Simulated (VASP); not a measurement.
# Zn (P6_3/mmc) in VASP: a series of runs

The runs below take Zn through single point, relaxation of cell and atoms, with PBEsol.

Everything below comes from runs of VASP 6.6.1. Logs are shortened: lines on timing, memory, paths and dates and some standing lists are left out, and cuts for length are marked.

## Step 1: The cell of the first run

The structure is hexagonal, space group P6_3/mmc (No. 194). Conventional cell: a = 2.603 Å, b = 2.603 Å, c = 4.842 Å, α = 90.00°, β = 90.00°, γ = 120.00°. Within 3.4 Å of Zn (site symmetry -6m2) lie 12 Zn at 2.60 to 2.85 Å.

## Step 2: Single point, PBEsol

INCAR

```
SYSTEM = Zn
PREC     = Accurate       ! precision mode
ENCUT    = 520            ! plane-wave cutoff, eV
EDIFF    = 1E-7           ! SCF threshold, eV
ISMEAR   = -1             ! smearing method
SIGMA    = 0.05           ! smearing width, eV
LREAL    = .FALSE.        ! projectors in reciprocal space
LASPH    = .TRUE.         ! aspherical terms in the spheres
NELM     = 100            ! most SCF steps
ALGO     = Normal         ! electronic algorithm
ISIF     = 2              ! what is computed and relaxed
LWAVE    = .FALSE.        ! write WAVECAR
LCHARG   = .FALSE.        ! write CHGCAR
GGA      = PS             ! functional
NBANDS   = 19             ! bands
```

KPOINTS

```
regular mesh
0
G
  10 10 5
  0 0 0
```

POSCAR

```
Zn
1.0
    2.6034139782      0.0000000000      0.0000000000
   -1.3017069891      2.2546226417      0.0000000000
    0.0000000000      0.0000000000      4.8424341286
Zn
2
Direct
    0.3333333333      0.6666666667      0.2500000000
    0.6666666667      0.3333333333      0.7500000000
```

Potentials or basis: VASP PAW PBE potentials, release 64 (Zn).

Launch:

```bash
> cat potpaw_PBE.64/Zn/POTCAR > POTCAR
> mpirun -np 1 vasp_std > vasp.out
```

OUTCAR:

```text
SYSTEM = Zn
   PREC = Accurate
   ENCUT = 520
   EDIFF = 1E-7
   ISMEAR = -1
   LREAL = .FALSE.
   LASPH = .TRUE.
   NELM = 100
   ISIF = 2
   GGA = PS

 ion  position               nearest neighbor table
   1  0.333  0.667  0.250-   2 2.85   2 2.85   2 2.85   2 2.85   2 2.85   2 2.85
   2  0.667  0.333  0.750-   1 2.85   1 2.85   1 2.85   1 2.85   1 2.85   1 2.85

  LATTYP: Found a hexagonal cell.
 ALAT       =     2.6034139782
 C/A-ratio  =     1.8600323149

  Lattice vectors:

 A1 = (   2.6034139782,   0.0000000000,   0.0000000000)
 A2 = (  -1.3017069891,   2.2546226417,   0.0000000000)
 A3 = (   0.0000000000,   0.0000000000,   4.8424341286)

Analysis of symmetry for initial positions (statically):
=====================================================================
 Subroutine PRICEL returns:
 Original cell was already a primitive cell.

 Routine SETGRP: Setting up the symmetry group for a
 hexagonal supercell.

 Subroutine GETGRP returns: Found 24 space group operations
 (whereof 12 operations were pure point group operations)
 out of a pool of 24 trial point group operations.

The static configuration has the point symmetry D_3d.
 The point group associated with its full space group is D_6h.

Analysis of symmetry for dynamics (positions and initial velocities):
=====================================================================
 Subroutine PRICEL returns:
 Original cell was already a primitive cell.

 Routine SETGRP: Setting up the symmetry group for a
 hexagonal supercell.

 Subroutine GETGRP returns: Found 24 space group operations
 (whereof 12 operations were pure point group operations)
 out of a pool of 24 trial point group operations.

The dynamic configuration has the point symmetry D_3d.
 The point group associated with its full space group is D_6h.

 Subroutine INISYM returns: Found 24 space group operations
 (whereof 12 operations are pure point group operations),
 and found     1 'primitive' translations

----------------------------------------------------------------------------------------

                                     Primitive cell

  volume of cell :      28.4237

  direct lattice vectors                    reciprocal lattice vectors
     2.603413978  0.000000000  0.000000000     0.384111021  0.221766601  0.000000000
    -1.301706989  2.254622642  0.000000000     0.000000000  0.443533202  0.000000000
     0.000000000  0.000000000  4.842434129     0.000000000  0.000000000  0.206507714

  length of vectors
     2.603413978  2.603413978  4.842434129     0.443533202  0.443533202  0.206507714

  position of ions in fractional coordinates (direct lattice)
     0.333333333  0.666666667  0.250000000
     0.666666667  0.333333333  0.750000000

  ion indices of the primitive-cell ions
   primitive index   ion index
                 1           1
                 2           2

----------------------------------------------------------------------------------------

 KPOINTS: regular mesh

Automatic generation of k-mesh.
 Grid dimensions read from file:
 generate k-points for:   10   10    5

 Generating k-lattice:

  Cartesian coordinates                     Fractional coordinates (reciprocal lattice)
     0.038411102  0.022176660  0.000000000     0.100000000 -0.000000000  0.000000000
     0.000000000  0.044353320  0.000000000     0.000000000  0.100000000  0.000000000
     0.000000000  0.000000000  0.041301543     0.000000000  0.000000000  0.200000000

  Length of vectors
     0.044353320  0.044353320  0.041301543

  Shift w.r.t. Gamma in fractional coordinates (k-lattice)
     0.000000000  0.000000000  0.000000000

 Subroutine IBZKPT returns following result:
 ===========================================

 Found     42 irreducible k-points:

 Following reciprocal coordinates:
            Coordinates               Weight
  0.000000  0.000000  0.000000      1.000000
  0.100000 -0.000000  0.000000      6.000000
  0.200000 -0.000000  0.000000      6.000000
  0.300000  0.000000  0.000000      6.000000
  0.400000  0.000000  0.000000      6.000000
  0.500000 -0.000000  0.000000      3.000000
[... 16 lines left out ...]
  0.300000  0.100000  0.200000     24.000000
  0.400000  0.100000  0.200000     24.000000
 [... further k-points ...]
   k-points           NKPTS =     42   k-points in BZ     NKDIM =     42   number of bands    NBANDS=     19
   number of dos      NEDOS =    301   number of ions     NIONS =      2
   total plane-waves  NPLWV =  14400
   dimension x,y,z NGX =    20 NGY =   20 NGZ =   36
   dimension x,y,z NGXF=    40 NGYF=   40 NGZF=   72
   ions per type =               2
   NGX,Y,Z   is equivalent  to a cutoff of  12.77, 12.77, 12.36 a.u.
   NGXF,Y,Z  is equivalent  to a cutoff of  25.54, 25.54, 24.72 a.u.
 SYSTEM =  Zn
   PREC   = accura    normal or accurate (medium, high low for compatibility)
   ISTART =      0    job   : 0-new  1-cont  2-samecut
   ICHARG =      2    charge: 1-file 2-atom 10-const
   ISPIN  =      1    spin polarized calculation?
   LNONCOLLINEAR =      F non collinear calculations
   LSORBIT =      F    spin-orbit coupling
   LASPH  =      T    aspherical Exc in radial PAW
   ENCUT  =  520.0 eV  38.22 Ry    6.18 a.u.   4.84  4.84  9.00*2*pi/ulx,y,z
   NELM   =    100;   NELMIN=  2; NELMDL= -5     # of ELM steps
   EDIFF  = 0.1E-06   stopping-criterion for ELM
   LREAL  =      F    real-space projection
   EDIFFG = 0.1E-05   stopping-criterion for IOM
   NSW    =      0    number of steps for IOM
   IBRION =     -1    ionic relax: 0-MD 1-quasi-New 2-CG
   NFREE  =      0    steps in history (QN), initial steepest desc. (CG)
   ISIF   =      2    stress and relaxation
   ISYM   =      2    0-nonsym 1-usesym 2-fastsym
   POTIM  = 0.5000    time-step for ionic-motion
   TEBEG  =    0.0;   TEEND  =   0.0 temperature during run
   PSTRESS=    0.0 pullay stress
   NELECT =      24.0000    total number of electrons
   NUPDOWN=      -1.0000    fix difference up-down
   EMIN   =  10.00;   EMAX   =-10.00  energy-range for DOS
   EFERMI =   0.00;   METHOD = LEGACY
   ISMEAR =    -1;   SIGMA  =   0.05  broadening in eV -4-tet -1-fermi 0-gaus
   EFERMI_NEDOS =   21; number of points for ismear=-14 and -15
   IALGO  =     38    algorithm
   IMIX   =      4    mixing-type and parameters
     AMIX     =   0.40;   BMIX     =  1.00
     AMIX_MAG =   1.60;   BMIX_MAG =  1.00
  volume/ion in A,a.u.               =      14.21        95.91
  Fermi-wavevector in a.u.,A,eV,Ry     =   1.547337  2.924043 32.575783  2.394252
  Thomas-Fermi vector in A             =   2.652445
   LORBIT       =      0    0 simple, 1 ext, 2 COOP (PROOUT), +10 PAW based schemes
   GGA     = PS    functional components
   LHFCALC =     F    Hartree Fock is set to
   AEXX    =    0.0000 exact exchange contribution
   IVDW    =     0    specifies the selected vdW correction
   LEPSILON=     F    determine dielectric tensor
   LRPA    =     F    only Hartree local field effects (RPA)
 non-spin polarized calculation
  energy-cutoff  :      520.00
  volume of cell :       28.42
 maximum number of plane-waves:       776
 NGX is ok and might be reduce to    20
   NGX =  9   NGY =  9   NGZ = 19

 number of electron      24.0000030 magnetization

 Free energy of the ion-electron system (eV)
  ---------------------------------------------------
  ext. energy  EPLUGINS =         0.00000000
  ---------------------------------------------------
  free energy    TOTEN  =        -3.18640510 eV

  energy without entropy =       -3.18390138  energy(sigma->0) =       -3.18515324

 E-fermi :   3.2856     XC(G=0): -12.0607

 val. band max:        3.2010626658   @ k =   0.1000  -0.0000   0.2000
 cond. band min:       3.4191084916   @ k =   0.4000   0.0000   0.0000
 fundamental gap:      0.2180458258
 Fermi energy:         3.2856174125

 k-point     1 :       0.0000    0.0000    0.0000
  band No.  band energies     occupation
      1      -7.5356      2.00000
      2      -5.4832      2.00000
      3      -4.6656      2.00000
      4      -4.3989      2.00000
      5      -4.3989      2.00000
      6      -4.3417      2.00000
[... 11 lines left out ...]
     18      23.2883      0.00000
     19      23.4350      0.00000

 k-point     2 :       0.1000   -0.0000    0.0000
  band No.  band energies     occupation
      1      -7.2260      2.00000
      2      -5.3428      2.00000
      3      -4.6343      2.00000
      4      -4.4293      2.00000
      5      -4.3737      2.00000
      6      -4.3211      2.00000
[... 11 lines left out ...]
     18      21.8228      0.00000
     19      23.9232      0.00000

 k-point     3 :       0.2000   -0.0000    0.0000
  band No.  band energies     occupation
      1      -6.3505      2.00000
      2      -5.0667      2.00000
      3      -4.5929      2.00000
      4      -4.4894      2.00000
      5      -4.3848      2.00000
      6      -4.2997      2.00000
[... 11 lines left out ...]
     18      20.0523      0.00000
     19      20.1532      0.00000

 k-point     4 :       0.3000    0.0000    0.0000
  band No.  band energies     occupation
      1      -5.3757      2.00000
      2      -5.0453      2.00000
      3      -4.7112      2.00000
      4      -4.4630      2.00000
      5      -4.3025      2.00000
      6      -4.2529      2.00000
[... 11 lines left out ...]
     18      19.1401      0.00000
     19      21.0009      0.00000

 k-point     5 :       0.4000    0.0000    0.0000
  band No.  band energies     occupation
      1      -5.2132      2.00000
      2      -5.1296      2.00000
      3      -4.9108      2.00000
      4      -4.3753      2.00000
      5      -4.2985      2.00000
      6      -4.2097      2.00000
[... 11 lines left out ...]
     18      18.5911      0.00000
     19      20.1083      0.00000
[... 334 lines left out ...]
      2      -5.1128      2.00000
      3      -4.6093      2.00000
      4      -4.4925      2.00000
      5      -4.4809      2.00000
      6      -4.2806      2.00000
[... 11 lines left out ...]
     18      19.5345      0.00000
     19      23.6567      0.00000

 k-point    22 :       0.2000    0.1000    0.2000
  band No.  band energies     occupation
      1      -5.4497      2.00000
      2      -4.8948      2.00000
      3      -4.6547      2.00000
      4      -4.5562      2.00000
      5      -4.5448      2.00000
      6      -4.3304      2.00000
[... 11 lines left out ...]
     18      17.6766      0.00000
     19      20.4343      0.00000

 k-point    23 :       0.3000    0.1000    0.2000
  band No.  band energies     occupation
      1      -5.1022      2.00000
      2      -5.0044      2.00000
      3      -4.7668      2.00000
      4      -4.6064      2.00000
      5      -4.3033      2.00000
      6      -4.1467      2.00000
[... 11 lines left out ...]
     18      16.4827      0.00000
     19      19.0131      0.00000

 k-point    24 :       0.4000    0.1000    0.2000
  band No.  band energies     occupation
      1      -5.1388      2.00000
      2      -5.1166      2.00000
      3      -4.8462      2.00000
      4      -4.6047      2.00000
      5      -4.2773      2.00000
      6      -4.0976      2.00000
[... 11 lines left out ...]
     18      15.8383      0.00000
     19      20.2408      0.00000

 [... further k-points ...]
[... 5 lines left out ...]
  --------------------------------------------------------------------------------------
  -------------------------------------------------------------------------------------
  Total        0.0910168      0.0910168      0.0513419      0.0000000      0.0000000      0.0000000
  in kB        5.1303989      5.1303989      2.8940232      0.0000000      0.0000000      0.0000000
  external PRESSURE =       4.3849403 kB  Pullay stress =       0.0000000 kB

 VOLUME and BASIS-vectors are now :
 -----------------------------------------------------------------------------
  energy-cutoff  :      520.00
  volume of cell :       28.42
      direct lattice vectors                 reciprocal lattice vectors
     2.603413978  0.000000000  0.000000000     0.384111021  0.221766601  0.000000000
    -1.301706989  2.254622642  0.000000000     0.000000000  0.443533202  0.000000000
     0.000000000  0.000000000  4.842434129     0.000000000  0.000000000  0.206507714

 POSITION                                       TOTAL-FORCE (eV/Angst)
 -----------------------------------------------------------------------------------
     -0.00000      1.50308      1.21061         0.000000     -0.000000      0.000000
      1.30171      0.75154      3.63183        -0.000000      0.000000      0.000000
 -----------------------------------------------------------------------------------
    total drift:                               -0.000000      0.000000      0.000000

  FREE ENERGIE OF THE ION-ELECTRON SYSTEM (eV)
  ---------------------------------------------------
  free  energy   TOTEN  =        -3.1864051025 eV

  energy  without entropy=       -3.1839013760  energy(sigma->0) =       -3.18515324
```

Run time: 18 s. Hardware: 1 thread of Intel Xeon Platinum 8259CL at 2.50GHz (Skylake/Cascade Lake), shared host; peak memory 0.14 GiB.

Results:

* Free energy: -3.1864 eV
* Pressure: 0.4 GPa
* Band gap on the k mesh: zero (band 12 reaches 4.55 eV, above the bottom of band 13 at 0.43 eV)

Stress tensor (GPa, compression positive):
```
0.51 0.00 0.00
0.00 0.51 0.00
0.00 0.00 0.29
```

Levels at points of the mesh, in eV from the Fermi level:
| k point | band 9 | band 10 | band 11 | band 12 | band 13 | band 14 | band 15 | band 16 |
| --- | --- | --- | --- | --- | --- | --- | --- | --- |
| (0.00, 0.00, 0.00) | -7.25 | -7.02 | -7.02 | -3.86 | -2.85 | 14.31 | 18.05 | 18.50 |
| (0.50, 0.00, 0.00) | -6.81 | -6.79 | -2.91 | -2.05 | 2.92 | 3.75 | 4.65 | 6.01 |

Caveat: the PAW data sets were made with another functional, which shifts forces and pressure a little.

## Step 3: Relaxation of cell and atoms, PBEsol

This run uses another cell than the first one, of 15.33 Å³/atom, 1.079 times its volume.

INCAR

```
SYSTEM = Zn
PREC = Accurate
ENCUT = 600
EDIFF = 1E-6
ISMEAR = -1
SIGMA = 0.05
LREAL = .False.
LASPH = .True.
NELM = 60
ALGO = Normal
ISIF = 3
LWAVE = .False.
LCHARG = .False.
GGA = PS
IBRION = 2
NSW = 80
EDIFFG = -0.02
```

KPOINTS

```
regular mesh
0
Gamma
  10 10 5
  0 0 0
```

POSCAR

```
Zn
1.0
    2.6700000000      0.0000000000      0.0000000000
   -1.3350000000      2.3122878300      0.0000000000
    0.0000000000      0.0000000000      4.9660000000
Zn
2
Direct
    0.3333333333      0.6666666667      0.2500000000
    0.6666666667      0.3333333333      0.7500000000
```

Potentials or basis: VASP PAW PBE potentials, release 64 (Zn).

Launch:

```bash
> cat potpaw_PBE.64/Zn/POTCAR > POTCAR
> mpirun -np 1 vasp_std > vasp.out
```

Run time: 99 s. Hardware: 1 thread of Intel Xeon Platinum 8259CL at 2.50GHz (Skylake/Cascade Lake), shared host; peak memory 0.17 GiB.

The run converged. Its results:

* Free energy: -3.1871 eV
* Relaxed volume: 14.26 Å³/atom
* Relaxed cell: a = 2.607 Å, b = 2.607 Å, c = 4.845 Å, α = 90.00°, β = 90.00°, γ = 120.00°
* Space group after relaxing (to 0.05 Å): P6_3/mmc (No. 194)
* Energy gained by relaxing: 19.8 meV/atom
* Ionic steps: 9
* Pressure after relaxing: 0.0 GPa
* Band gap on the k mesh: zero (band 12 reaches 4.52 eV, above the bottom of band 13 at 0.42 eV)

Stress tensor (GPa, compression positive):
```
0.00 0.00 0.00
0.00 0.00 0.00
0.00 0.00 0.09
```

The path:
| step | energy change (eV) | largest force (eV/Å) | pressure (GPa) | volume (Å³) |
| --- | --- | --- | --- | --- |
| 1 | 0.0000 | 0.0000 | -5.50 | 30.66 |
| 2 | -0.0380 | 0.0000 | 0.76 | 28.38 |
| 3 | -0.0387 | 0.0000 | -0.06 | 28.63 |
| 4 | -0.0387 | 0.0000 | -0.20 | 28.67 |
| 5 | -0.0393 | 0.0000 | -0.24 | 28.61 |
| 6 | -0.0395 | 0.0000 | -0.18 | 28.54 |
| 7 | -0.0395 | 0.0000 | -0.30 | 28.56 |
| 8 | -0.0394 | 0.0000 | 0.33 | 28.42 |
| 9 | -0.0395 | 0.0000 | 0.03 | 28.52 |

Final structure:
```
Zn
1.0
     2.60735    0.00000    0.00000
    -1.30368    2.25803    0.00000
     0.00000    0.00000    4.84459
Zn
2
Direct
  0.33333 0.66667 0.25000
  0.66667 0.33333 0.75000
```

Levels at points of the mesh, in eV from the Fermi level:
| k point | band 10 | band 11 | band 12 | band 13 | band 14 | band 15 |
| --- | --- | --- | --- | --- | --- | --- |
| (0.00, 0.00, 0.00) | -7.02 | -7.02 | -3.85 | -2.85 | 14.31 | 18.03 |
| (0.50, 0.00, 0.00) | -6.80 | -2.91 | -2.06 | 2.91 | 3.73 | 4.62 |

Caveat: the PAW data sets were made with another functional, which shifts forces and pressure a little.
